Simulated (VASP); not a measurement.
# HgAuF3 (Pm-3m) in VASP: a series of runs

Runs on HgAuF3. Level: r2SCAN+rVV10. Tasks: single point, relaxation of cell and atoms.

Program: VASP 6.6.1. These are calculated values, not measurements. Logs are shortened: lines on timing, memory, paths and dates and some standing lists are left out, and cuts for length are marked.

## Step 1: The cell of the first run

It takes space group Pm-3m (No. 221, cubic). The conventional cell has a = 4.309 Å, b = 4.309 Å, c = 4.309 Å, α = 90.00°, β = 90.00°, γ = 90.00°. Within 4.0 Å of Hg (site symmetry m-3m) lie 12 F at 3.05 Å and 8 Au at 3.73 Å. Within 2.9 Å of Au (site symmetry m-3m) lie 6 F at 2.15 Å. F (site symmetry 4/mmm) has 2 Au at 2.15 Å within 2.9 Å.

## Step 2: Single point, r2SCAN+rVV10

The input, POSCAR:

```
HgAuF3
1.0
    4.3092856105      0.0000000000      0.0000000000
    0.0000000000      4.3092856105      0.0000000000
    0.0000000000      0.0000000000      4.3092856105
Hg Au F
1 1 3
Direct
    0.0000000000      0.0000000000      0.0000000000
    0.5000000000      0.5000000000      0.5000000000
    0.0000000000      0.5000000000      0.5000000000
    0.5000000000      0.0000000000      0.5000000000
    0.5000000000      0.5000000000      0.0000000000
```

The input, INCAR.step1:

```
SYSTEM = HgAuF3
ALGO = Normal
EDIFF = 1E-4
ENCUT = 520
GGA = PE
ISMEAR = -1
LASPH = .True.
LCHARG = .False.
LREAL = .False.
LWAVE = .True.
NBANDS = 30
NELM = 80
PREC = Accurate
SIGMA = 0.03
```

The input, INCAR.step2:

```
SYSTEM = HgAuF3
ALGO = Normal
BPARAM = 11.95
CPARAM = 0.0093
EDIFF = 1E-6
ENCUT = 520
ISIF = 2
ISMEAR = -1
ISTART = 1
IVDW_NL = 2
LASPH = .True.
LCHARG = .True.
LELF = .True.
LMIXTAU = .True.
LREAL = .False.
LUSE_VDW = .True.
LVHAR = .True.
LWAVE = .False.
METAGGA = R2SCAN
NBANDS = 30
NELM = 80
PREC = Accurate
SIGMA = 0.03
```

The input, KPOINTS:

```
k-points
0
Gamma
  6 6 6
  0 0 0
```

Potentials or basis: VASP PAW PBE potentials, release 64 (Hg, Au, F).

Run with:

```sh
$ cat potpaw_PBE.64/Hg/POTCAR potpaw_PBE.64/Au/POTCAR potpaw_PBE.64/F/POTCAR > POTCAR
$ cp INCAR.step1 INCAR
$ mpirun -np 1 vasp_std > vasp.out
$ cp INCAR.step2 INCAR
$ mpirun -np 1 vasp_std > vasp.out
```

OUTCAR:

```text
SYSTEM = HgAuF3
   BPARAM = 11.95
   EDIFF = 1E-6
   ENCUT = 520
   ISIF = 2
   ISMEAR = -1
   ISTART = 1
   IVDW_NL = 2
   LASPH = .True.
   LREAL = .False.
   METAGGA = R2SCAN
   NELM = 80
   PREC = Accurate

 ion  position               nearest neighbor table
   1  0.000  0.000  0.000-   2 3.73   2 3.73   2 3.73   2 3.73   2 3.73   2 3.73   2 3.73   2 3.73

   2  0.500  0.500  0.500-   3 2.15   4 2.15   5 2.15   5 2.15   4 2.15   3 2.15   1 3.73   1 3.73
                             1 3.73   1 3.73   1 3.73   1 3.73   1 3.73   1 3.73
   3  0.000  0.500  0.500-   2 2.15   2 2.15
   4  0.500  0.000  0.500-   2 2.15   2 2.15
   5  0.500  0.500  0.000-   2 2.15   2 2.15

  LATTYP: Found a simple cubic cell.
 ALAT       =     4.3092856105

  Lattice vectors:

 A1 = (   4.3092856105,   0.0000000000,   0.0000000000)
 A2 = (   0.0000000000,   4.3092856105,   0.0000000000)
 A3 = (   0.0000000000,   0.0000000000,   4.3092856105)

Analysis of symmetry for initial positions (statically):
=====================================================================
 Subroutine PRICEL returns:
 Original cell was already a primitive cell.

 Routine SETGRP: Setting up the symmetry group for a
 simple cubic supercell.

 Subroutine GETGRP returns: Found 48 space group operations
 (whereof 48 operations were pure point group operations)
 out of a pool of 48 trial point group operations.

The static configuration has the point symmetry O_h .

Analysis of symmetry for dynamics (positions and initial velocities):
=====================================================================
 Subroutine PRICEL returns:
 Original cell was already a primitive cell.

 Routine SETGRP: Setting up the symmetry group for a
 simple cubic supercell.

 Subroutine GETGRP returns: Found 48 space group operations
 (whereof 48 operations were pure point group operations)
 out of a pool of 48 trial point group operations.

The dynamic configuration has the point symmetry O_h .

 Subroutine INISYM returns: Found 48 space group operations
 (whereof 48 operations are pure point group operations),
 and found     1 'primitive' translations

----------------------------------------------------------------------------------------

                                     Primitive cell

  volume of cell :      80.0232

  direct lattice vectors                    reciprocal lattice vectors
     4.309285610  0.000000000  0.000000000     0.232057025  0.000000000  0.000000000
     0.000000000  4.309285610  0.000000000     0.000000000  0.232057025  0.000000000
     0.000000000  0.000000000  4.309285610     0.000000000  0.000000000  0.232057025

  length of vectors
     4.309285610  4.309285610  4.309285610     0.232057025  0.232057025  0.232057025

  position of ions in fractional coordinates (direct lattice)
     0.000000000  0.000000000  0.000000000
     0.500000000  0.500000000  0.500000000
     0.000000000  0.500000000  0.500000000
     0.500000000  0.000000000  0.500000000
     0.500000000  0.500000000  0.000000000

  ion indices of the primitive-cell ions
   primitive index   ion index
                 1           1
                 2           2
                 3           3
                 4           4
                 5           5

----------------------------------------------------------------------------------------

 KPOINTS: k-points

Automatic generation of k-mesh.
 Grid dimensions read from file:
 generate k-points for:    6    6    6

 Generating k-lattice:

  Cartesian coordinates                     Fractional coordinates (reciprocal lattice)
     0.038676171  0.000000000  0.000000000     0.166666667  0.000000000  0.000000000
     0.000000000  0.038676171  0.000000000     0.000000000  0.166666667  0.000000000
     0.000000000  0.000000000  0.038676171     0.000000000  0.000000000  0.166666667

  Length of vectors
     0.038676171  0.038676171  0.038676171

  Shift w.r.t. Gamma in fractional coordinates (k-lattice)
     0.000000000  0.000000000  0.000000000

 Subroutine IBZKPT returns following result:
 ===========================================

 Found     20 irreducible k-points:

 Following reciprocal coordinates:
            Coordinates               Weight
  0.000000  0.000000  0.000000      1.000000
  0.166667  0.000000  0.000000      6.000000
  0.333333  0.000000  0.000000      6.000000
  0.500000  0.000000  0.000000      3.000000
  0.166667  0.166667  0.000000     12.000000
  0.333333  0.166667  0.000000     24.000000
[... 12 lines left out ...]
  0.500000  0.500000  0.333333      6.000000
  0.500000  0.500000  0.500000      1.000000
   k-points           NKPTS =     20   k-points in BZ     NKDIM =     20   number of bands    NBANDS=     30
   number of dos      NEDOS =    301   number of ions     NIONS =      5
   total plane-waves  NPLWV =  32768
   dimension x,y,z NGX =    32 NGY =   32 NGZ =   32
   dimension x,y,z NGXF=    64 NGYF=   64 NGZF=   64
   ions per type =               1   1   3
   NGX,Y,Z   is equivalent  to a cutoff of  12.35, 12.35, 12.35 a.u.
   NGXF,Y,Z  is equivalent  to a cutoff of  24.69, 24.69, 24.69 a.u.
 SYSTEM =  HgAuF3
   PREC   = accura    normal or accurate (medium, high low for compatibility)
   ISTART =      1    job   : 0-new  1-cont  2-samecut
   ICHARG =      0    charge: 1-file 2-atom 10-const
   ISPIN  =      1    spin polarized calculation?
   LNONCOLLINEAR =      F non collinear calculations
   LSORBIT =      F    spin-orbit coupling
   LASPH  =      T    aspherical Exc in radial PAW
   ENCUT  =  520.0 eV  38.22 Ry    6.18 a.u.   8.01  8.01  8.01*2*pi/ulx,y,z
   NELM   =     80;   NELMIN=  2; NELMDL=  0     # of ELM steps
   EDIFF  = 0.1E-05   stopping-criterion for ELM
   LREAL  =      F    real-space projection
   EDIFFG = 0.1E-04   stopping-criterion for IOM
   NSW    =      0    number of steps for IOM
   IBRION =     -1    ionic relax: 0-MD 1-quasi-New 2-CG
   NFREE  =      0    steps in history (QN), initial steepest desc. (CG)
   ISIF   =      2    stress and relaxation
   ISYM   =      2    0-nonsym 1-usesym 2-fastsym
   POTIM  = 0.5000    time-step for ionic-motion
   TEBEG  =    0.0;   TEEND  =   0.0 temperature during run
   PSTRESS=    0.0 pullay stress
   NELECT =      44.0000    total number of electrons
   NUPDOWN=      -1.0000    fix difference up-down
   EMIN   =  10.00;   EMAX   =-10.00  energy-range for DOS
   EFERMI =   0.00;   METHOD = LEGACY
   ISMEAR =    -1;   SIGMA  =   0.03  broadening in eV -4-tet -1-fermi 0-gaus
   EFERMI_NEDOS =   21; number of points for ismear=-14 and -15
   IALGO  =     38    algorithm
   IMIX   =      4    mixing-type and parameters
     AMIX     =   0.40;   BMIX     =  1.00
     AMIX_MAG =   1.60;   BMIX_MAG =  1.00
  volume/ion in A,a.u.               =      16.00       108.00
  Fermi-wavevector in a.u.,A,eV,Ry     =   1.341180  2.534463 24.473672  1.798764
  Thomas-Fermi vector in A             =   2.469434
   LORBIT       =      0    0 simple, 1 ext, 2 COOP (PROOUT), +10 PAW based schemes
   METAGGA = R2SCAN    functional components
   LHFCALC =     F    Hartree Fock is set to
   AEXX    =    0.0000 exact exchange contribution
   IVDW_NL    =     2    kernel type
   BPARAM     =11.9500
   IVDW    =     0    specifies the selected vdW correction
   LEPSILON=     F    determine dielectric tensor
   LRPA    =     F    only Hartree local field effects (RPA)
 non-spin polarized calculation
  energy-cutoff  :      520.00
  volume of cell :       80.02
 maximum number of plane-waves:      2178
   NGX = 17   NGY = 17   NGZ = 17

 number of electron      43.9999961 magnetization

 Free energy of the ion-electron system (eV)
  ---------------------------------------------------
  ext. energy  EPLUGINS =         0.00000000
  ---------------------------------------------------
  free energy    TOTEN  =      -112.14501607 eV

  energy without entropy =     -112.12990706  energy(sigma->0) =     -112.13746157

 E-fermi :   1.1106     XC(G=0): -10.7365

 val. band max:        1.1091137659   @ k =   0.5000   0.1667   0.0000
 cond. band min:       1.1405732817   @ k =   0.5000   0.1667   0.1667
 fundamental gap:      0.0314595158
 Fermi energy:         1.1106250862

 k-point     1 :       0.0000    0.0000    0.0000
  band No.  band energies     occupation
      1     -23.2929      2.00000
      2     -22.9699      2.00000
      3     -22.9699      2.00000
      4      -4.4878      2.00000
      5      -4.4878      2.00000
      6      -4.4878      2.00000
[... 22 lines left out ...]
     29      12.5541      0.00000
     30      16.8343      0.00000

 k-point     2 :       0.1667    0.0000    0.0000
  band No.  band energies     occupation
      1     -23.2640      2.00000
      2     -22.9693      2.00000
      3     -22.9646      2.00000
      4      -5.0715      2.00000
      5      -4.5210      2.00000
      6      -4.5210      2.00000
[... 22 lines left out ...]
     29      13.7153      0.00000
     30      15.3856      0.00000

 k-point     3 :       0.3333    0.0000    0.0000
  band No.  band energies     occupation
      1     -23.2080      2.00000
      2     -22.9678      2.00000
      3     -22.9506      2.00000
      4      -5.9962      2.00000
      5      -4.5845      2.00000
      6      -4.5845      2.00000
[... 22 lines left out ...]
     29      13.8140      0.00000
     30      14.0239      0.00000

 k-point     4 :       0.5000    0.0000    0.0000
  band No.  band energies     occupation
      1     -23.1805      2.00000
      2     -22.9666      2.00000
      3     -22.9412      2.00000
      4      -6.3782      2.00000
      5      -4.6139      2.00000
      6      -4.6139      2.00000
[... 484 lines left out ...]
     29      12.0737      0.00000
     30      12.4570      0.00000

 k-point    19 :       0.5000    0.5000    0.3333
  band No.  band energies     occupation
      1     -22.9692      2.00000
      2     -22.9342      2.00000
      3     -22.9342      2.00000
      4      -6.4735      2.00000
      5      -6.2880      2.00000
      6      -5.9479      2.00000
[... 22 lines left out ...]
     29      11.3764      0.00000
     30      11.3765      0.00000

 k-point    20 :       0.5000    0.5000    0.5000
  band No.  band energies     occupation
      1     -22.9337      2.00000
      2     -22.9337      2.00000
      3     -22.9337      2.00000
      4      -6.5320      2.00000
      5      -6.2869      2.00000
      6      -6.2869      2.00000
[... 22 lines left out ...]
     29      10.4427      0.00000
     30      10.4427      0.00000

------------------------ aborting loop because EDIFF is reached ----------------------------------------

  FORCE on cell =-STRESS in cart. coord.  units (eV):
  Direction    XX          YY          ZZ          XY          YZ          ZX
  --------------------------------------------------------------------------------------
  -------------------------------------------------------------------------------------
  Total        0.1658836      0.1658836      0.1658836      0.0000000      0.0000000      0.0000000
  in kB        3.3212249      3.3212249      3.3212249      0.0000000      0.0000000      0.0000000
  external PRESSURE =       3.3212249 kB  Pullay stress =       0.0000000 kB

 VOLUME and BASIS-vectors are now :
 -----------------------------------------------------------------------------
  energy-cutoff  :      520.00
  volume of cell :       80.02
      direct lattice vectors                 reciprocal lattice vectors
     4.309285610  0.000000000  0.000000000     0.232057025  0.000000000  0.000000000
     0.000000000  4.309285610  0.000000000     0.000000000  0.232057025  0.000000000
     0.000000000  0.000000000  4.309285610     0.000000000  0.000000000  0.232057025

 POSITION                                       TOTAL-FORCE (eV/Angst)
 -----------------------------------------------------------------------------------
      0.00000      0.00000      0.00000         0.000000      0.000000      0.000000
      2.15464      2.15464      2.15464         0.000000      0.000000      0.000000
      0.00000      2.15464      2.15464         0.000000      0.000000      0.000000
      2.15464      0.00000      2.15464         0.000000      0.000000      0.000000
      2.15464      2.15464      0.00000         0.000000      0.000000      0.000000
 -----------------------------------------------------------------------------------
    total drift:                                0.000000     -0.000000     -0.000000

  FREE ENERGIE OF THE ION-ELECTRON SYSTEM (eV)
  ---------------------------------------------------
  free  energy   TOTEN  =      -112.1450160695 eV

  energy  without entropy=     -112.1299070634  energy(sigma->0) =     -112.13746157
```

It took 4.4 min on 1 thread of Oxide Virtual Turin-like, shared host; peak memory 0.31 GiB.

Results:

| Property | Result |
| --- | --- |
| Free energy | -112.1450 eV |
| Pressure | 0.3 GPa |
| Band gap on the k mesh | zero (band 22 reaches 2.47 eV, above the bottom of band 23 at -0.99 eV) |

Levels at points of the mesh, in eV from the Fermi level:
| k point | band 19 | band 20 | band 21 | band 22 | band 23 | band 24 | band 25 | band 26 |
| --- | --- | --- | --- | --- | --- | --- | --- | --- |
| (0.00, 0.00, 0.00) | -3.23 | -3.23 | -2.35 | -2.35 | -2.10 | 3.77 | 8.52 | 8.52 |
| (0.50, 0.00, 0.00) | -2.35 | -2.04 | -2.04 | -0.74 | -0.07 | 3.71 | 7.42 | 8.70 |
| (0.50, 0.50, 0.00) | -2.01 | -1.71 | -1.60 | 0.27 | 1.36 | 5.39 | 5.39 | 6.47 |
| (0.50, 0.50, 0.50) | -1.64 | -1.64 | -0.39 | 1.36 | 1.36 | 6.98 | 6.98 | 6.98 |

Caveat: the PAW data sets were made with another functional, which shifts forces and pressure a little; spin-orbit coupling is left out, which moves the levels of the heavy elements.

## Step 3: Relaxation of cell and atoms, r2SCAN+rVV10

This run uses another cell than the first one, of 16.12 Å³/atom, 1.007 times its volume.

POSCAR, as its differences from that of step 2:

```diff
@@ -2,5 +2,5 @@
 1.0
-    4.3092856105      0.0000000000      0.0000000000
-    0.0000000000      4.3092856105      0.0000000000
-    0.0000000000      0.0000000000      4.3092856105
+    4.3197161375      0.0000000000      0.0000000000
+    0.0000000000      4.3197161375      0.0000000000
+    0.0000000000      0.0000000000      4.3197161375
 Hg Au F
```

The input, INCAR.step1:

```
SYSTEM = HgAuF3
PREC     = Accurate       ! precision mode
ENCUT    = 600            ! plane-wave cutoff, eV
ISMEAR   = -1             ! smearing method
SIGMA    = 0.03           ! smearing width, eV
LREAL    = .FALSE.        ! projectors in reciprocal space
LASPH    = .TRUE.         ! aspherical terms in the spheres
NELM     = 80             ! most SCF steps
GGA      = PE             ! functional
ALGO     = Normal         ! electronic algorithm
EDIFF    = 1E-4           ! SCF threshold, eV
LWAVE    = .TRUE.         ! write WAVECAR
LCHARG   = .FALSE.        ! write CHGCAR
```

The input, INCAR.step2:

```
SYSTEM = HgAuF3
PREC     = Accurate       ! precision mode
ENCUT    = 600            ! plane-wave cutoff, eV
EDIFF    = 1E-7           ! SCF threshold, eV
ISMEAR   = -1             ! smearing method
SIGMA    = 0.03           ! smearing width, eV
LREAL    = .FALSE.        ! projectors in reciprocal space
LASPH    = .TRUE.         ! aspherical terms in the spheres
NELM     = 80             ! most SCF steps
ALGO     = Normal         ! electronic algorithm
ISIF     = 3              ! what is computed and relaxed
LWAVE    = .FALSE.        ! write WAVECAR
LCHARG   = .FALSE.        ! write CHGCAR
METAGGA  = R2SCAN         ! meta-GGA
LMIXTAU  = .TRUE.       
LUSE_VDW = .TRUE.       
IVDW_NL  = 2            
BPARAM   = 11.95        
CPARAM   = 0.0093       
IBRION   = 2              ! ionic algorithm
NSW      = 100            ! ionic steps
EDIFFG   = -0.01          ! ionic threshold
ISTART   = 1
```

The input, KPOINTS:

```
regular mesh
0
G
  6 6 6
  0 0 0
```

Potentials or basis: VASP PAW PBE potentials, release 64 (Hg, Au, F).

Run with:

```sh
$ cat potpaw_PBE.64/Hg/POTCAR potpaw_PBE.64/Au/POTCAR potpaw_PBE.64/F/POTCAR > POTCAR
$ cp INCAR.step1 INCAR
$ mpirun -np 1 vasp_std > vasp.out
$ cp INCAR.step2 INCAR
$ mpirun -np 1 vasp_std > vasp.out
```

OUTCAR:

```text
SYSTEM = HgAuF3
   PREC = Accurate
   ENCUT = 600
   EDIFF = 1E-7
   ISMEAR = -1
   LREAL = .FALSE.
   LASPH = .TRUE.
   NELM = 80
   ISIF = 3
   METAGGA = R2SCAN
   IVDW_NL = 2
   BPARAM = 11.95
   IBRION = 2
   NSW = 100
   EDIFFG = -0.01
   ISTART = 1

 ion  position               nearest neighbor table
   1  0.000  0.000  0.000-
   2  0.500  0.500  0.500-   3 2.16   4 2.16   5 2.16   5 2.16   4 2.16   3 2.16
   3  0.000  0.500  0.500-   2 2.16   2 2.16
[... 831 lines left out ...]
  -------------------------------------------------------------------------------------
  Total        0.0411916      0.0411916      0.0411916     -0.0000000     -0.0000000     -0.0000000
  in kB        0.8227394      0.8227394      0.8227394     -0.0000000     -0.0000000     -0.0000000
  external PRESSURE =       0.8227394 kB  Pullay stress =       0.0000000 kB

 VOLUME and BASIS-vectors are now :
 -----------------------------------------------------------------------------
  energy-cutoff  :      600.00
  volume of cell :       80.22
      direct lattice vectors                 reciprocal lattice vectors
     4.312730138  0.000000000  0.000000000     0.231871684 -0.000000000  0.000000000
     0.000000000  4.312730138  0.000000000    -0.000000000  0.231871684 -0.000000000
    -0.000000000  0.000000000  4.312730138    -0.000000000 -0.000000000  0.231871684

 POSITION                                       TOTAL-FORCE (eV/Angst)
 -----------------------------------------------------------------------------------
      0.00000      0.00000      0.00000        -0.000000     -0.000000      0.000000
      2.15637      2.15637      2.15637        -0.000000      0.000000      0.000000
     -0.00000      2.15637      2.15637         0.000000      0.000000      0.000000
      2.15637      0.00000      2.15637        -0.000000      0.000000      0.000000
      2.15637      2.15637      0.00000        -0.000000     -0.000000      0.000000
 -----------------------------------------------------------------------------------
    total drift:                                0.000000      0.000000      0.000000

  FREE ENERGIE OF THE ION-ELECTRON SYSTEM (eV)
  ---------------------------------------------------
  free  energy   TOTEN  =      -112.1520686391 eV

  energy  without entropy=     -112.1368648878  energy(sigma->0) =     -112.14446676

 reached required accuracy - stopping structural energy minimisation
```

Run time: 12 min. Hardware: 1 thread of Oxide Virtual Turin-like, shared host; peak memory 0.4 GiB.

Results:

| Property | Result |
| --- | --- |
| Free energy | -112.1521 eV |
| Relaxed volume | 16.04 Å³/atom |
| Relaxed cell | a = 4.313 Å, b = 4.313 Å, c = 4.313 Å, α = 90.00°, β = 90.00°, γ = 90.00° |
| Space group after relaxing (to 0.05 Å) | Pm-3m (No. 221) |
| Energy gained by relaxing | 0.1 meV/atom |
| Ionic steps | 2 |
| Pressure after relaxing | 0.1 GPa |
| Band gap on the k mesh | zero (band 22 reaches 2.44 eV, above the bottom of band 23 at -1.01 eV) |

The path:
| step | energy change (eV) | largest force (eV/Å) | pressure (GPa) | volume (Å³) |
| --- | --- | --- | --- | --- |
| 1 | 0.0000 | 0.0000 | -0.33 | 80.61 |
| 2 | -0.0003 | 0.0000 | 0.08 | 80.22 |

Final structure:
```xyz
5
Lattice="4.3127 0.0000 0.0000 0.0000 4.3127 0.0000 0.0000 0.0000 4.3127" Properties=species:S:1:pos:R:3 pbc="T T T"
Hg    0.0000    0.0000    0.0000
Au    2.1564    2.1564    2.1564
F     0.0000    2.1564    2.1564
F     2.1564    0.0000    2.1564
F     2.1564    2.1564    0.0000
```

Caveat: the PAW data sets were made with another functional, which shifts forces and pressure a little; spin-orbit coupling is left out, which moves the levels of the heavy elements.
